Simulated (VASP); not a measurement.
Input of a VASP 6.6.1 run:

INCAR

```
SYSTEM = P
  ALGO = Normal
  EDIFF = 1E-6
  ENCUT = 520
  GGA = PS
  ISIF = 2
  ISMEAR = 0
  IVDW = 12
  LASPH = .True.
  LCHARG = .False.
  LREAL = .False.
  LWAVE = .False.
  NBANDS = 30
  NELM = 80
  PREC = Accurate
  SIGMA = 0.1
```

Contents of KPOINTS:

```
k-points
0
Gamma
  10 4 10
  0 0 0
```

The input POSCAR:

```
P
1.0
    3.3491405139      0.0000000000      0.0000000000
    0.0000000000      9.8955566793      0.0000000000
    0.0000000000      0.0000000000      4.0595939981
P
8
Direct
    0.0000000000      0.8902496789      0.9323680754
    0.5000000000      0.8902496789      0.5676319246
    0.5000000000      0.6097503211      0.0676319246
    0.0000000000      0.6097503211      0.4323680754
    0.5000000000      0.3902496789      0.9323680754
    0.0000000000      0.3902496789      0.5676319246
    0.0000000000      0.1097503211      0.0676319246
    0.5000000000      0.1097503211      0.4323680754
```

Potentials or basis: VASP PAW PBE potentials, release 64 (P).

Run with:

```console
$ cat potpaw_PBE.64/P/POTCAR > POTCAR
$ mpirun -np 1 vasp_std > vasp.out
```

(1) Predict the dispersion energy per atom.

(2) What does it give for the pressure?

(3) Predict the largest force.

(4) Estimate the band gap on the k mesh.

Answers

(1) -0.335 eV.

(2) -1.9 GPa.

(3) 0.034 eV/Å.

(4) zero (bands 20 and 21 overlap by 0.31 eV).

Caveat: the cell differs from its parent crystal (strain along c alone, the other axes held: +6.0 %, then relaxed in part); the PAW data sets were made with another functional, which shifts forces and pressure a little.
